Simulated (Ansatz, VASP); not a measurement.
# WSe in VASP and in Ansatz

```xyz
2
Lattice="0.0000 2.5823 2.5823 2.5823 0.0000 2.5823 2.5823 2.5823 0.0000" Properties=species:S:1:pos:R:3 pbc="T T T"
W     0.0000    0.0000    0.0000
Se    2.5823    2.5823    2.5823
```

Alike in both runs: task single point; functional PBEsol; k mesh 14 × 14 × 14; occupations gaussian, width 0.05 eV; collinear spin; Hubbard terms W d U = 4.0 eV.

```csv
,VASP,Ansatz
version,VASP 6.6.1,Ansatz 0.2.0
potentials or method,"VASP PAW PBE potentials, release 64 (W_sv, Se), cutoff 520 eV","scalar-relativistic, plane waves, PAW"
valence electrons in the cell,20,30
```

Ansatz gave:

- gap on the k mesh at the Fermi level (eV): none
- pressure (GPa): 22.4
- net moment per atom (μB): 1.58
- size of the moment on the site where the two differ most (μB): 2.18

Task: Which values does VASP return?

Result: gap on the k mesh at the Fermi level (eV): none; pressure (GPa): 19.7; net moment per atom (μB): 1.39; size of the moment on the site where the two differ most (μB): 2.38.

The net moments are unlike, so the other rows may belong to different states. VASP's potentials were made for PBE, not for PBEsol. Site moments also hang on the region over which each program counts them. The programs project onto different local orbitals, so the same U acts differently, and such runs can settle in different states. A gap of «none» marks a metal or a gap that the smearing closes. VASP's potentials hold 20 valence electrons a cell and Ansatz's 30, so a difference there can come from the potentials and not from the codes. Ansatz's warnings: filled band counts differ across k points.

Spin-orbit coupling is off throughout.
